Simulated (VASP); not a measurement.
# MgF2 (P4_2/mnm) in VASP: single point with PBE

Aim: the single point of MgF2 with PBE.

All numbers are computed with VASP 6.6.1; they aren't measurements. Logs are shortened: lines on timing, memory, paths and dates and some standing lists are left out, and cuts for length are marked.

## Step 1: The cell of the first run

It takes space group P4_2/mnm (No. 136, tetragonal). Conventional cell: a = 4.625 Å, b = 4.625 Å, c = 3.067 Å, α = 90.00°, β = 90.00°, γ = 90.00°. Within 2.6 Å of Mg (site symmetry mmm) lie 6 F at 1.98 to 2.00 Å. Within 2.6 Å of F (site symmetry m2m) lie 3 Mg at 1.98 to 2.00 Å and 1 F at 2.58 Å.

## Step 2: Single point, PBE

The input, INCAR:

```
SYSTEM = MgF2
PREC     = Accurate       ! precision mode
ENCUT    = 840            ! plane-wave cutoff, eV
EDIFF    = 1E-6           ! SCF threshold, eV
ISMEAR   = 0              ! smearing method
SIGMA    = 0.02           ! smearing width, eV
LREAL    = .FALSE.        ! projectors in reciprocal space
LASPH    = .TRUE.         ! aspherical terms in the spheres
NELM     = 120            ! most SCF steps
ALGO     = Normal         ! electronic algorithm
ISIF     = 2              ! what is computed and relaxed
LWAVE    = .FALSE.        ! write WAVECAR
LCHARG   = .FALSE.        ! write CHGCAR
GGA      = PE             ! functional
NBANDS   = 33             ! bands
GGA_COMPAT= .FALSE.
```

The input, KPOINTS:

```
regular mesh
0
G
  4 4 6
  0 0 0
```

The input, POSCAR:

```
MgF2
1.0
    4.6250000000      0.0000000000      0.0000000000
    0.0000000000      4.6250000000      0.0000000000
    0.0000000000      0.0000000000      3.0672600000
Mg F
2 4
Direct
    0.0000000000      0.0000000000      0.0000000000
    0.5000000000      0.5000000000      0.5000000000
    0.3030000000      0.3030000000      0.0000000000
    0.1970000000      0.8030000000      0.5000000000
    0.6970000000      0.6970000000      0.0000000000
    0.8030000000      0.1970000000      0.5000000000
```

Potentials or basis: VASP PAW PBE potentials, release 64 (Mg_sv, F).

On the command line:

```
> cat potpaw_PBE.64/Mg_sv/POTCAR potpaw_PBE.64/F/POTCAR > POTCAR
> mpirun -np 1 vasp_std > vasp.out
```

OUTCAR:

```text
SYSTEM = MgF2
   PREC = Accurate
   ENCUT = 840
   EDIFF = 1E-6
   ISMEAR = 0
   LREAL = .FALSE.
   LASPH = .TRUE.
   NELM = 120
   ISIF = 2
   GGA = PE

 ion  position               nearest neighbor table
   1  0.000  0.000  0.000-   3 1.98   5 1.98   4 2.00   6 2.00   4 2.00   6 2.00
   2  0.500  0.500  0.500-   4 1.98   6 1.98   5 2.00   3 2.00   3 2.00   5 2.00
   3  0.303  0.303  0.000-   1 1.98   2 2.00   2 2.00
   4  0.197  0.803  0.500-   2 1.98   1 2.00   1 2.00
   5  0.697  0.697  0.000-   1 1.98   2 2.00   2 2.00
   6  0.803  0.197  0.500-   2 1.98   1 2.00   1 2.00

  LATTYP: Found a simple tetragonal cell.
 ALAT       =     4.6250000000
 C/A-ratio  =     0.6631913514

  Lattice vectors:

 A1 = (   4.6250000000,   0.0000000000,   0.0000000000)
 A2 = (   0.0000000000,   4.6250000000,   0.0000000000)
 A3 = (   0.0000000000,   0.0000000000,   3.0672600000)

Analysis of symmetry for initial positions (statically):
=====================================================================
 Subroutine PRICEL returns:
 Original cell was already a primitive cell.

 Routine SETGRP: Setting up the symmetry group for a
 simple tetragonal supercell.

 Subroutine GETGRP returns: Found 16 space group operations
 (whereof  8 operations were pure point group operations)
 out of a pool of 16 trial point group operations.

The static configuration has the point symmetry D_2h.
 The point group associated with its full space group is D_4h.

Analysis of symmetry for dynamics (positions and initial velocities):
=====================================================================
 Subroutine PRICEL returns:
 Original cell was already a primitive cell.

 Routine SETGRP: Setting up the symmetry group for a
 simple tetragonal supercell.

 Subroutine GETGRP returns: Found 16 space group operations
 (whereof  8 operations were pure point group operations)
 out of a pool of 16 trial point group operations.

The dynamic configuration has the point symmetry D_2h.
 The point group associated with its full space group is D_4h.

 Subroutine INISYM returns: Found 16 space group operations
 (whereof  8 operations are pure point group operations),
 and found     1 'primitive' translations

----------------------------------------------------------------------------------------

                                     Primitive cell

  volume of cell :      65.6106

  direct lattice vectors                    reciprocal lattice vectors
     4.625000000  0.000000000  0.000000000     0.216216216  0.000000000  0.000000000
     0.000000000  4.625000000  0.000000000     0.000000000  0.216216216  0.000000000
     0.000000000  0.000000000  3.067260000     0.000000000  0.000000000  0.326023878

  length of vectors
     4.625000000  4.625000000  3.067260000     0.216216216  0.216216216  0.326023878

  position of ions in fractional coordinates (direct lattice)
     0.000000000  0.000000000  0.000000000
     0.500000000  0.500000000  0.500000000
     0.303000000  0.303000000  0.000000000
     0.197000000  0.803000000  0.500000000
     0.697000000  0.697000000  0.000000000
     0.803000000  0.197000000  0.500000000

  ion indices of the primitive-cell ions
   primitive index   ion index
                 1           1
                 2           2
                 3           3
                 4           4
                 5           5
                 6           6

----------------------------------------------------------------------------------------

 KPOINTS: regular mesh

Automatic generation of k-mesh.
 Grid dimensions read from file:
 generate k-points for:    4    4    6

 Generating k-lattice:

  Cartesian coordinates                     Fractional coordinates (reciprocal lattice)
     0.054054054  0.000000000  0.000000000     0.250000000  0.000000000  0.000000000
     0.000000000  0.054054054  0.000000000     0.000000000  0.250000000  0.000000000
     0.000000000  0.000000000  0.054337313     0.000000000  0.000000000  0.166666667

  Length of vectors
     0.054054054  0.054054054  0.054337313

  Shift w.r.t. Gamma in fractional coordinates (k-lattice)
     0.000000000  0.000000000  0.000000000

 Subroutine IBZKPT returns following result:
 ===========================================

 Found     24 irreducible k-points:

 Following reciprocal coordinates:
            Coordinates               Weight
  0.000000  0.000000  0.000000      1.000000
  0.250000  0.000000  0.000000      4.000000
  0.500000  0.000000  0.000000      2.000000
  0.250000  0.250000  0.000000      4.000000
  0.500000  0.250000  0.000000      4.000000
  0.500000  0.500000  0.000000      1.000000
[... 16 lines left out ...]
  0.500000  0.250000  0.500000      4.000000
  0.500000  0.500000  0.500000      1.000000
   k-points           NKPTS =     24   k-points in BZ     NKDIM =     24   number of bands    NBANDS=     33
   number of dos      NEDOS =    301   number of ions     NIONS =      6
   total plane-waves  NPLWV =  69120
   dimension x,y,z NGX =    48 NGY =   48 NGZ =   30
   dimension x,y,z NGXF=    96 NGYF=   96 NGZF=   60
   ions per type =               2   4
   NGX,Y,Z   is equivalent  to a cutoff of  17.25, 17.25, 16.26 a.u.
   NGXF,Y,Z  is equivalent  to a cutoff of  34.51, 34.51, 32.52 a.u.
 SYSTEM =  MgF2
   PREC   = accura    normal or accurate (medium, high low for compatibility)
   ISTART =      0    job   : 0-new  1-cont  2-samecut
   ICHARG =      2    charge: 1-file 2-atom 10-const
   ISPIN  =      1    spin polarized calculation?
   LNONCOLLINEAR =      F non collinear calculations
   LSORBIT =      F    spin-orbit coupling
   LASPH  =      T    aspherical Exc in radial PAW
   ENCUT  =  840.0 eV  61.74 Ry    7.86 a.u.  10.93 10.93  7.25*2*pi/ulx,y,z
   NELM   =    120;   NELMIN=  2; NELMDL= -5     # of ELM steps
   EDIFF  = 0.1E-05   stopping-criterion for ELM
   LREAL  =      F    real-space projection
   EDIFFG = 0.1E-04   stopping-criterion for IOM
   NSW    =      0    number of steps for IOM
   IBRION =     -1    ionic relax: 0-MD 1-quasi-New 2-CG
   NFREE  =      0    steps in history (QN), initial steepest desc. (CG)
   ISIF   =      2    stress and relaxation
   ISYM   =      2    0-nonsym 1-usesym 2-fastsym
   POTIM  = 0.5000    time-step for ionic-motion
   TEBEG  =    0.0;   TEEND  =   0.0 temperature during run
   PSTRESS=    0.0 pullay stress
   NELECT =      48.0000    total number of electrons
   NUPDOWN=      -1.0000    fix difference up-down
   EMIN   =  10.00;   EMAX   =-10.00  energy-range for DOS
   EFERMI =   0.00;   METHOD = LEGACY
   ISMEAR =     0;   SIGMA  =   0.02  broadening in eV -4-tet -1-fermi 0-gaus
   EFERMI_NEDOS =   21; number of points for ismear=-14 and -15
   IALGO  =     38    algorithm
   IMIX   =      4    mixing-type and parameters
     AMIX     =   0.40;   BMIX     =  1.00
     AMIX_MAG =   1.60;   BMIX_MAG =  1.00
  volume/ion in A,a.u.               =      10.94        73.79
  Fermi-wavevector in a.u.,A,eV,Ry     =   1.475131  2.787593 29.606429  2.176011
  Thomas-Fermi vector in A             =   2.589818
   LORBIT       =      0    0 simple, 1 ext, 2 COOP (PROOUT), +10 PAW based schemes
   GGA     = PE    functional components
   LHFCALC =     F    Hartree Fock is set to
   AEXX    =    0.0000 exact exchange contribution
   IVDW    =     0    specifies the selected vdW correction
   LEPSILON=     F    determine dielectric tensor
   LRPA    =     F    only Hartree local field effects (RPA)
 non-spin polarized calculation
 Gauss-broadening in eV      SIGMA  =   0.02
  energy-cutoff  :      840.00
  volume of cell :       65.61
 maximum number of plane-waves:      3648
 NGX is ok and might be reduce to    48
   NGX = 21   NGY = 21   NGZ = 15

 number of electron      48.0000012 magnetization

 Free energy of the ion-electron system (eV)
  ---------------------------------------------------
  ext. energy  EPLUGINS =         0.00000000
  ---------------------------------------------------
  free energy    TOTEN  =       -31.45463445 eV

  energy without entropy =      -31.45463445  energy(sigma->0) =      -31.45463445

 E-fermi :  -1.1774     XC(G=0):  -9.8821

 val. band max:       -1.3969008804   @ k =   0.0000   0.0000   0.0000
 cond. band min:       5.6785768395   @ k =   0.0000   0.0000   0.0000
 fundamental gap:      7.0754777199
 Fermi energy:        -1.1773602142

 k-point     1 :       0.0000    0.0000    0.0000
  band No.  band energies     occupation
      1     -72.2118      2.00000
      2     -72.2106      2.00000
      3     -38.9940      2.00000
      4     -38.9940      2.00000
      5     -38.9665      2.00000
      6     -38.9665      2.00000
[... 25 lines left out ...]
     32      17.1156      0.00000
     33      17.1156      0.00000

 k-point     2 :       0.2500    0.0000    0.0000
  band No.  band energies     occupation
      1     -72.2116      2.00000
      2     -72.2107      2.00000
      3     -38.9927      2.00000
      4     -38.9926      2.00000
      5     -38.9680      2.00000
      6     -38.9679      2.00000
[... 25 lines left out ...]
     32      16.6326      0.00000
     33      17.2241      0.00000

 k-point     3 :       0.5000    0.0000    0.0000
  band No.  band energies     occupation
      1     -72.2112      2.00000
      2     -72.2112      2.00000
      3     -38.9912      2.00000
      4     -38.9912      2.00000
      5     -38.9696      2.00000
      6     -38.9696      2.00000
[... 25 lines left out ...]
     32      16.2061      0.00000
     33      17.0568      0.00000

 k-point     4 :       0.2500    0.2500    0.0000
  band No.  band energies     occupation
      1     -72.2115      2.00000
      2     -72.2109      2.00000
      3     -38.9944      2.00000
      4     -38.9912      2.00000
      5     -38.9696      2.00000
      6     -38.9663      2.00000
[... 25 lines left out ...]
     32      16.9514      0.00000
     33      17.0723      0.00000

 k-point     5 :       0.5000    0.2500    0.0000
  band No.  band energies     occupation
      1     -72.2113      2.00000
      2     -72.2113      2.00000
      3     -38.9931      2.00000
      4     -38.9931      2.00000
      5     -38.9678      2.00000
      6     -38.9678      2.00000
[... 604 lines left out ...]
 k-point    22 :       0.2500    0.2500    0.5000
  band No.  band energies     occupation
      1     -72.2091      2.00000
      2     -72.2091      2.00000
      3     -39.0056      2.00000
      4     -39.0043      2.00000
      5     -38.9815      2.00000
      6     -38.9812      2.00000
[... 25 lines left out ...]
     32      15.1244      0.00000
     33      15.4248      0.00000

 k-point    23 :       0.5000    0.2500    0.5000
  band No.  band energies     occupation
      1     -72.2091      2.00000
      2     -72.2091      2.00000
      3     -39.0049      2.00000
      4     -39.0049      2.00000
      5     -38.9814      2.00000
      6     -38.9814      2.00000
[... 25 lines left out ...]
     32      14.1859      0.00000
     33      16.0701      0.00000

 k-point    24 :       0.5000    0.5000    0.5000
  band No.  band energies     occupation
      1     -72.2091      2.00000
      2     -72.2091      2.00000
      3     -39.0041      2.00000
      4     -39.0041      2.00000
      5     -38.9815      2.00000
      6     -38.9815      2.00000
[... 25 lines left out ...]
     32      13.6173      0.00000
     33      16.6819      0.00000

------------------------ aborting loop because EDIFF is reached ----------------------------------------

  FORCE on cell =-STRESS in cart. coord.  units (eV):
  Direction    XX          YY          ZZ          XY          YZ          ZX
  --------------------------------------------------------------------------------------
  -------------------------------------------------------------------------------------
  Total        1.6514319      1.6514319      1.5496262     -0.0000000      0.0000000      0.0000000
  in kB       40.3271181     40.3271181     37.8410761     -0.0000000      0.0000000      0.0000000
  external PRESSURE =      39.4984375 kB  Pullay stress =       0.0000000 kB

 VOLUME and BASIS-vectors are now :
 -----------------------------------------------------------------------------
  energy-cutoff  :      840.00
  volume of cell :       65.61
      direct lattice vectors                 reciprocal lattice vectors
     4.625000000  0.000000000  0.000000000     0.216216216  0.000000000  0.000000000
     0.000000000  4.625000000  0.000000000     0.000000000  0.216216216  0.000000000
     0.000000000  0.000000000  3.067260000     0.000000000  0.000000000  0.326023878

 POSITION                                       TOTAL-FORCE (eV/Angst)
 -----------------------------------------------------------------------------------
      0.00000      0.00000      0.00000         0.000000      0.000000      0.000000
      2.31250      2.31250      1.53363         0.000000      0.000000      0.000000
      1.40137      1.40137      0.00000        -0.010139     -0.010139     -0.000000
      0.91113      3.71387      1.53363         0.010139     -0.010139     -0.000000
      3.22363      3.22363      0.00000         0.010139      0.010139      0.000000
      3.71387      0.91113      1.53363        -0.010139      0.010139      0.000000
 -----------------------------------------------------------------------------------
    total drift:                               -0.000000      0.000000     -0.000000

  FREE ENERGIE OF THE ION-ELECTRON SYSTEM (eV)
  ---------------------------------------------------
  free  energy   TOTEN  =       -31.4546344468 eV

  energy  without entropy=      -31.4546344468  energy(sigma->0) =      -31.45463445
```

Run time: 2.3 min. Hardware: 1 thread of AMD EPYC 7R13 (Zen 3), shared host; peak memory 0.24 GiB.

What came out:

| Item | Value |
| --- | --- |
| Free energy | -31.4546 eV |
| Pressure | 3.9 GPa |
| Largest force | 0.014 eV/Å |
| Band gap on the k mesh | 7.08 eV |

Forces on the atoms (eV/Å):
```
Mg   0.000  0.000  0.000
Mg   0.000  0.000  0.000
F   -0.010 -0.010  0.000
F    0.010 -0.010  0.000
F    0.010  0.010  0.000
F   -0.010  0.010  0.000
```

Caveat: the cell stands under pressure. As with any semilocal functional, this PBE gap is likely too small.
